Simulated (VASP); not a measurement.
# HfN (P6_3/mmc) in VASP: further runs, part 2 of 2

VASP 6.6.1.

### 3 Relaxation of cell and atoms, PBEsol

This run uses another cell than the first one, of 11.52 Å³/atom.

Input file INCAR:

```
SYSTEM = HfN
PREC = Accurate
ENCUT = 600
EDIFF = 1E-6
ISMEAR = -1
SIGMA = 0.05
LREAL = .False.
LASPH = .True.
NELM = 80
ALGO = Normal
ISIF = 3
LWAVE = .False.
LCHARG = .False.
GGA = PS
IBRION = 2
NSW = 60
EDIFFG = -0.01
```

Input file KPOINTS:

```
Automatic mesh
0
Gamma
  10 10 5
  0 0 0
```

Input file POSCAR:

```
HfN
1.0
    3.1339080219      0.0000000000      0.0000000000
   -1.5669540110      2.7140439601      0.0000000000
    0.0000000000      0.0000000000      5.4167677200
Hf N
2 2
Direct
    0.3333333333      0.6666666667      0.2500000000
    0.6666666667      0.3333333333      0.7500000000
    0.0000000000      0.0000000000      0.5000000000
    0.0000000000      0.0000000000      0.0000000000
```

Potentials or basis: VASP PAW PBE potentials, release 64 (Hf_pv, N).

Run with:

```sh
$ cat potpaw_PBE.64/Hf_pv/POTCAR potpaw_PBE.64/N/POTCAR > POTCAR
$ mpirun -np 1 vasp_std > vasp.out
```

OUTCAR:

```text
SYSTEM = HfN
   PREC = Accurate
   ENCUT = 600
   EDIFF = 1E-6
   ISMEAR = -1
   LREAL = .False.
   LASPH = .True.
   NELM = 80
   ISIF = 3
   GGA = PS
   IBRION = 2
   NSW = 60
   EDIFFG = -0.01

 ion  position               nearest neighbor table
   1  0.333  0.667  0.250-   3 2.26   4 2.26   3 2.26   4 2.26   3 2.26   4 2.26   2 3.26   2 3.26
                             2 3.26   2 3.26   2 3.26   2 3.26
   2  0.667  0.333  0.750-   3 2.26   4 2.26   3 2.26   4 2.26   3 2.26   4 2.26   1 3.26   1 3.26
                             1 3.26   1 3.26   1 3.26   1 3.26
   3  0.000  0.000  0.500-   1 2.26   2 2.26   2 2.26   1 2.26   2 2.26   1 2.26
   4  0.000  0.000  0.000-   1 2.26   2 2.26   2 2.26   1 2.26   2 2.26   1 2.26

  LATTYP: Found a hexagonal cell.
 ALAT       =     3.1339080219
 C/A-ratio  =     1.7284386402

  Lattice vectors:

 A1 = (   3.1339080219,   0.0000000000,   0.0000000000)
 A2 = (  -1.5669540110,   2.7140439601,   0.0000000000)
 A3 = (   0.0000000000,   0.0000000000,   5.4167677200)

Analysis of symmetry for initial positions (statically):
=====================================================================
 Subroutine PRICEL returns:
 Original cell was already a primitive cell.
[... 184 lines left out ...]
  -------------------------------------------------------------------------------------
  Total       -1.2586782     -1.2586782     -1.4695195      0.0000000      0.0000000     -0.0000000
  in kB      -43.7705443    -43.7705443    -51.1025532      0.0000000      0.0000000     -0.0000000
  external PRESSURE =     -46.2145472 kB  Pullay stress =       0.0000000 kB
[... 139 lines left out ...]
--------------------------------------- Ionic step        5  -------------------------------------------

 number of electron      29.9999997 magnetization

 Free energy of the ion-electron system (eV)
  ---------------------------------------------------
  ext. energy  EPLUGINS =         0.00000000
  ---------------------------------------------------
  free energy    TOTEN  =       -45.86934087 eV

  energy without entropy =      -45.85728127  energy(sigma->0) =      -45.86331107

 E-fermi :   7.9758     XC(G=0): -12.9918

 val. band max:        7.9040066151   @ k =   0.1000   0.0000   0.2000
 cond. band min:       7.9901775625   @ k =   0.3000   0.3000   0.4000
 fundamental gap:      0.0861709473
 Fermi energy:         7.9757860671

 k-point     1 :       0.0000    0.0000    0.0000
  band No.  band energies     occupation
      1     -23.7223      2.00000
      2     -22.7887      2.00000
      3     -22.6865      2.00000
      4     -22.6865      2.00000
      5     -22.6209      2.00000
      6     -22.6209      2.00000
[... 505 lines left out ...]
      6     -22.8120      2.00000
[... 11 lines left out ...]
     18      12.2185      0.00000
     19      12.8029      0.00000

 [... further k-points ...]

------------------------ aborting loop because EDIFF is reached ----------------------------------------

  FORCE on cell =-STRESS in cart. coord.  units (eV):
  Direction    XX          YY          ZZ          XY          YZ          ZX
  --------------------------------------------------------------------------------------
  -------------------------------------------------------------------------------------
  Total        0.0050791      0.0050791      0.0322329     -0.0000000      0.0000000      0.0000000
  in kB        0.1796465      0.1796465      1.1400786     -0.0000000      0.0000000      0.0000000
  external PRESSURE =       0.4997905 kB  Pullay stress =       0.0000000 kB
[... 19 lines left out ...]
  FREE ENERGIE OF THE ION-ELECTRON SYSTEM (eV)
  ---------------------------------------------------
  free  energy   TOTEN  =       -45.8693408741 eV

  energy  without entropy=      -45.8572812687  energy(sigma->0) =      -45.86331107

 reached required accuracy - stopping structural energy minimisation
```

OSZICAR:

```text
N       E                     dE             d eps       ncg     rms          rms(c)
DAV:   1     0.131545839674E+03    0.13155E+03   -0.18684E+04  1604   0.177E+03
DAV:   2    -0.447071420424E+02   -0.17625E+03   -0.17069E+03  2129   0.379E+02
DAV:   3    -0.513617793134E+02   -0.66546E+01   -0.64244E+01  1968   0.609E+01
DAV:   4    -0.514448232458E+02   -0.83044E-01   -0.82490E-01  2149   0.717E+00
[... 40 lines left out ...]
DAV:   1    -0.458693859614E+02   -0.69685E-04   -0.54598E-03  1638   0.607E-01    0.593E-02
DAV:   2    -0.458693564753E+02    0.29486E-04   -0.76221E-05  2095   0.680E-02    0.259E-02
DAV:   3    -0.458693435396E+02    0.12936E-04   -0.83079E-06  2091   0.231E-02    0.133E-02
DAV:   4    -0.458693408824E+02    0.26572E-05   -0.38551E-06  1811   0.153E-02    0.578E-03
DAV:   5    -0.458693408741E+02    0.83432E-08   -0.31837E-07   969   0.438E-03
   5 F= -.45869341E+02 E0= -.45863311E+02  d E =-.247241E-04
```

CONTCAR:

```text
HfN
   1.00000000000000
     3.1182493530721360    0.0000000000002888   -0.0000000000000000
    -1.5591246765855677    2.7004831551053168    0.0000000000000000
    -0.0000000000000000    0.0000000000000000    5.3792563346522941
  Hf              N
     2     2
Direct
     0.3333333332999970    0.6666666667000030    0.2500000000000000
     0.6666666667000030    0.3333333332999970    0.7500000000000000
     0.0000000000000000    0.0000000000000000    0.5000000000000000
     0.0000000000000000    0.0000000000000000    1.0000000000000000

  0.00000000E+00  0.00000000E+00  0.00000000E+00
  0.00000000E+00  0.00000000E+00  0.00000000E+00
  0.00000000E+00  0.00000000E+00  0.00000000E+00
  0.00000000E+00  0.00000000E+00  0.00000000E+00
```

It took 2.2 min on 1 thread of Intel Xeon Platinum 8488C (Sapphire Rapids), shared host; peak memory 0.21 GiB.

What came out:

```
Free energy                           : -45.8693 eV
Relaxed volume                        : 11.32 Å³/atom
Relaxed cell                          : a = 3.118 Å, b = 3.118 Å, c = 5.379 Å, α = 90.00°, β = 90.00°, γ = 120.00°
Space group after relaxing (to 0.1 Å) : P6_3/mmc (No. 194)
Energy gained by relaxing             : 2.8 meV/atom
Ionic steps                           : 5
Pressure after relaxing               : 0.0 GPa
Band gap on the k mesh                : zero (bands 15 and 16 overlap by 1.74 eV)
```

The path:
| step | energy change (eV) | largest force (eV/Å) | pressure (GPa) | volume (Å³) |
| --- | --- | --- | --- | --- |
| 1 | 0.0000 | 0.0000 | -4.62 | 46.07 |
| 2 | 0.0302 | 0.0000 | 9.69 | 43.89 |
| 3 | -0.0114 | 0.0000 | -0.02 | 45.31 |
| 4 | -0.0114 | 0.0000 | 0.05 | 45.30 |
| 5 | -0.0114 | 0.0000 | 0.05 | 45.30 |

Final structure:
```cif
data_structure
_symmetry_space_group_name_H-M 'P 1'
_symmetry_Int_Tables_number 1
_cell_length_a 3.1182
_cell_length_b 3.1182
_cell_length_c 5.3793
_cell_angle_alpha 90.000
_cell_angle_beta 90.000
_cell_angle_gamma 120.000
_cell_volume 45.30
loop_
_atom_site_label
_atom_site_type_symbol
_atom_site_fract_x
_atom_site_fract_y
_atom_site_fract_z
_atom_site_occupancy
Hf1 Hf 0.33333 0.66667 0.25000 1
Hf2 Hf 0.66667 0.33333 0.75000 1
N1 N 0.00000 0.00000 0.50000 1
N2 N 0.00000 0.00000 0.00000 1
```

Caveat: the PAW data sets were made with another functional, which shifts forces and pressure a little; spin-orbit coupling is left out, which moves the levels of the heavy elements.

### 4 Relaxation of cell and atoms, PBEsol, target pressure 2 GPa, at which the enthalpy is minimised

This run uses another cell than the first one, of 11.52 Å³/atom.

Input file INCAR:

```
SYSTEM = HfN
PREC = Accurate
ENCUT = 600
EDIFF = 1E-6
ISMEAR = -1
SIGMA = 0.05
LREAL = .FALSE.
LASPH = .TRUE.
NELM = 80
ALGO = Normal
ISIF = 3
LWAVE = .FALSE.
LCHARG = .FALSE.
GGA = PS
IBRION = 2
NSW = 60
EDIFFG = -0.01
PSTRESS = 20.0
```

Input file KPOINTS:

```
regular mesh
0
G
  10 10 5
  0 0 0
```

POSCAR is that of step 3.

Run with:

```sh
$ cat potpaw_PBE.64/Hf_pv/POTCAR potpaw_PBE.64/N/POTCAR > POTCAR
$ mpirun -np 1 vasp_std > vasp.out
```

Run time: 2.5 min. Hardware: 1 thread of Intel Xeon Platinum 8488C (Sapphire Rapids), shared host; peak memory 0.21 GiB.

The run converged. Its results:

- Free energy: -45.8674 eV
- Relaxed volume: 11.25 Å³/atom
- Relaxed cell: a = 3.111 Å, b = 3.111 Å, c = 5.367 Å, α = 90.00°, β = 90.00°, γ = 120.00°
- Space group after relaxing (to 0.1 Å): P6_3/mmc (No. 194)
- Energy change on relaxing (the run minimises the enthalpy): -2.4 meV/atom
- Ionic steps: 5
- Pressure after relaxing: 2.0 GPa
- Band gap on the k mesh: zero (bands 15 and 16 overlap by 1.76 eV)

Stress tensor (GPa, compression positive):
```
2.01 0.00 0.00
0.00 2.01 0.00
0.00 0.00 2.10
```

The path:
| step | energy change (eV) | largest force (eV/Å) | pressure (GPa) | volume (Å³) |
| --- | --- | --- | --- | --- |
| 1 | 0.0000 | 0.0000 | -4.62 | 46.07 |
| 2 | 0.1064 | 0.0000 | 16.93 | 42.97 |
| 3 | -0.0096 | 0.0000 | 1.91 | 45.01 |
| 4 | -0.0094 | 0.0000 | 2.03 | 44.99 |
| 5 | -0.0094 | 0.0000 | 2.04 | 44.99 |

Final structure:
```
Hf N
1.0
     3.11108    0.00000    0.00000
    -1.55554    2.69427    0.00000
     0.00000    0.00000    5.36722
Hf N
2 2
Cartesian
  0.0000 1.7962 1.3418
  1.5555 0.8981 4.0254
  0.0000 0.0000 2.6836
  0.0000 0.0000 0.0000
```

Levels at points of the mesh, in eV from the Fermi level:
| k point | band 13 | band 14 | band 15 | band 16 | band 17 | band 18 |
| --- | --- | --- | --- | --- | --- | --- |
| (0.00, 0.00, 0.00) | -3.71 | -1.76 | -0.71 | 0.65 | 0.65 | 1.13 |
| (0.50, 0.00, 0.00) | -3.33 | -2.94 | -2.47 | 2.49 | 2.77 | 4.50 |

Caveat: the cell is relaxed towards a set pressure, so the run minimises the enthalpy, not the energy; the PAW data sets were made with another functional, which shifts forces and pressure a little; spin-orbit coupling is left out, which moves the levels of the heavy elements.

### 5 Relaxation of cell and atoms, PBEsol, target pressure 5 GPa, at which the enthalpy is minimised

This run uses another cell than the first one, of 11.52 Å³/atom.

Input file INCAR:

```
ALGO     = Normal         # electronic algorithm
EDIFF    = 1E-6           # SCF threshold, eV
EDIFFG   = -0.01          # ionic threshold
ENCUT    = 600            # plane-wave cutoff, eV
GGA      = PS             # functional
IBRION   = 2              # ionic algorithm
ISIF     = 3              # what is computed and relaxed
ISMEAR   = -1             # smearing method
LASPH    = T              # aspherical terms in the spheres
LCHARG   = F              # write CHGCAR
LREAL    = F              # projectors in reciprocal space
LWAVE    = F              # write WAVECAR
NELM     = 80             # most SCF steps
NSW      = 60             # ionic steps
PREC     = Accurate       # precision mode
PSTRESS  = 50.0         
SIGMA    = 0.05           # smearing width, eV
```

Input file KPOINTS:

```
k-points
0
Gamma
  10 10 5
```

POSCAR is that of step 4.

Run with:

```sh
$ cat potpaw_PBE.64/Hf_pv/POTCAR potpaw_PBE.64/N/POTCAR > POTCAR
$ mpirun -np 1 vasp_std > vasp.out
```

It took 3.1 min on 1 thread of Intel Xeon Platinum 8488C (Sapphire Rapids), shared host; peak memory 0.21 GiB.

The run converged. Its results:

```
Free energy                                                : -45.8579 eV
Relaxed volume                                             : 11.14 Å³/atom
Relaxed cell                                               : a = 3.100 Å, b = 3.100 Å, c = 5.352 Å, α = 90.00°, β = 90.00°, γ = 120.00°
Space group after relaxing (to 0.1 Å)                      : P6_3/mmc (No. 194)
Energy change on relaxing (the run minimises the enthalpy) : +0.0 meV/atom
Ionic steps                                                : 7
Pressure after relaxing                                    : 5.0 GPa
Band gap on the k mesh                                     : zero (bands 15 and 16 overlap by 1.79 eV)
```

Stress tensor (GPa, compression positive):
```
5.00 0.00 0.00
0.00 5.00 0.00
0.00 0.00 4.88
```

Final structure:
```
CELL_PARAMETERS angstrom
3.10042 0.00000 0.00000
-1.55021 2.68504 0.00000
0.00000 0.00000 5.35183
ATOMIC_POSITIONS crystal
Hf 0.33333 0.66667 0.25000
Hf 0.66667 0.33333 0.75000
N 0.00000 0.00000 0.50000
N 0.00000 0.00000 0.00000
```

Levels at points of the mesh, in eV from the Fermi level:
| k point | band 11 | band 12 | band 13 | band 14 | band 15 | band 16 | band 17 | band 18 | band 19 |
| --- | --- | --- | --- | --- | --- | --- | --- | --- | --- |
| (0.00, 0.00, 0.00) | -4.93 | -3.74 | -3.74 | -1.77 | -0.73 | 0.66 | 0.66 | 1.20 | 1.81 |
| (0.50, 0.00, 0.00) | -5.92 | -5.71 | -3.34 | -2.97 | -2.48 | 2.52 | 2.81 | 4.56 | 4.80 |

Caveat: the cell is relaxed towards a set pressure, so the run minimises the enthalpy, not the energy; the PAW data sets were made with another functional, which shifts forces and pressure a little; spin-orbit coupling is left out, which moves the levels of the heavy elements.

### 6 Relaxation of cell and atoms, PBEsol, target pressure 10 GPa, at which the enthalpy is minimised

This run uses another cell than the first one, of 11.52 Å³/atom.

Input file INCAR:

```
PREC = Accurate
ENCUT = 600
EDIFF = 1E-6
ISMEAR = -1
SIGMA = 0.05
LREAL = False
LASPH = True
NELM = 80
ALGO = Normal
ISIF = 3
LWAVE = False
LCHARG = False
GGA = PS
IBRION = 2
NSW = 60
EDIFFG = -0.01
PSTRESS = 100.0
```

Input file KPOINTS:

```
Automatic mesh
0
Gamma
  10 10 5
```

POSCAR is that of step 5.

Potentials or basis: VASP PAW PBE potentials, release 64 (Hf_pv, N).

Run with:

```sh
$ cat potpaw_PBE.64/Hf_pv/POTCAR potpaw_PBE.64/N/POTCAR > POTCAR
$ mpirun -np 1 vasp_std > vasp.out
```

Wall time 3.4 min (1 thread of Intel Xeon Platinum 8488C (Sapphire Rapids), shared host); peak memory 0.21 GiB.

It converged, with:

```
Free energy                                                : -45.8255 eV
Relaxed volume                                             : 10.96 Å³/atom
Relaxed cell                                               : a = 3.084 Å, b = 3.084 Å, c = 5.324 Å, α = 90.00°, β = 90.00°, γ = 120.00°
Space group after relaxing (to 0.1 Å)                      : P6_3/mmc (No. 194)
Energy change on relaxing (the run minimises the enthalpy) : +8.1 meV/atom
Ionic steps                                                : 7
Pressure after relaxing                                    : 10.0 GPa
Band gap on the k mesh                                     : zero (bands 15 and 16 overlap by 1.84 eV)
```

Stress tensor (GPa, compression positive):
```
10.01  0.00  0.00
 0.00 10.01  0.00
 0.00  0.00  9.88
```

The path:
| step | energy change (eV) | largest force (eV/Å) | pressure (GPa) | volume (Å³) |
| --- | --- | --- | --- | --- |
| 1 | 0.0000 | 0.0000 | -4.62 | 46.07 |
| 2 | 0.8611 | 0.0000 | 53.63 | 39.41 |
| 3 | 0.0279 | 0.0000 | 9.40 | 43.93 |
| 4 | 0.0321 | 0.0000 | 9.93 | 43.86 |
| 5 | 0.0349 | 0.0000 | 10.25 | 43.82 |
| 6 | 0.0290 | 0.0000 | 9.55 | 43.91 |
| 7 | 0.0324 | 0.0000 | 9.97 | 43.85 |

Final structure:
```xyz
4
Lattice="3.0840 0.0000 0.0000 -1.5420 2.6708 0.0000 0.0000 0.0000 5.3243" Properties=species:S:1:pos:R:3 pbc="T T T"
Hf    0.0000    1.7805    1.3311
Hf    1.5420    0.8903    3.9933
N     0.0000    0.0000    2.6622
N     0.0000    0.0000    0.0000
```

Levels at points of the mesh, in eV from the Fermi level:
| k point | band 11 | band 12 | band 13 | band 14 | band 15 | band 16 | band 17 | band 18 | band 19 |
| --- | --- | --- | --- | --- | --- | --- | --- | --- | --- |
| (0.00, 0.00, 0.00) | -4.99 | -3.78 | -3.78 | -1.77 | -0.75 | 0.66 | 0.66 | 1.30 | 1.84 |
| (0.50, 0.00, 0.00) | -5.95 | -5.79 | -3.35 | -3.01 | -2.49 | 2.58 | 2.87 | 4.65 | 4.89 |

Caveat: the cell is relaxed towards a set pressure, so the run minimises the enthalpy, not the energy; the PAW data sets were made with another functional, which shifts forces and pressure a little; spin-orbit coupling is left out, which moves the levels of the heavy elements.

### 7 The runs side by side

```csv
task,cell,cutoff (eV),gap on the mesh (eV),pressure (GPa)
single point,"a = 3.127, b = 3.127, c = 5.393 Å, angles 90.0, 90.0, 120.0°, 4 atoms",520,none,-2.1
relaxation of cell and atoms,"relaxed from a = 3.134, b = 3.134, c = 5.417 Å, angles 90.0, 90.0, 120.0°, 4 atoms",600,none,0.0
relaxation of cell and atoms,"relaxed to 2 GPa from a = 3.134, b = 3.134, c = 5.417 Å, angles 90.0, 90.0, 120.0°, 4 atoms",600,none,2.0
relaxation of cell and atoms,"relaxed to 5 GPa from a = 3.134, b = 3.134, c = 5.417 Å, angles 90.0, 90.0, 120.0°, 4 atoms",600,none,5.0
relaxation of cell and atoms,"relaxed to 10 GPa from a = 3.134, b = 3.134, c = 5.417 Å, angles 90.0, 90.0, 120.0°, 4 atoms",600,none,10.0
```

Alike in all rows: level PBEsol; potentials or basis VASP PAW PBE potentials, release 64 (Hf_pv, N); no spin polarisation; k mesh 10 × 10 × 5; smearing fermi-dirac 0.05 eV.

Caveats: the PAW data sets were made with another functional, which shifts forces and pressure a little; spin-orbit coupling is left out, which moves the levels of the heavy elements; the cell is relaxed towards a set pressure, so the run minimises the enthalpy, not the energy (at least some runs).

Absolute energies hang on the potentials; compare differences alone.
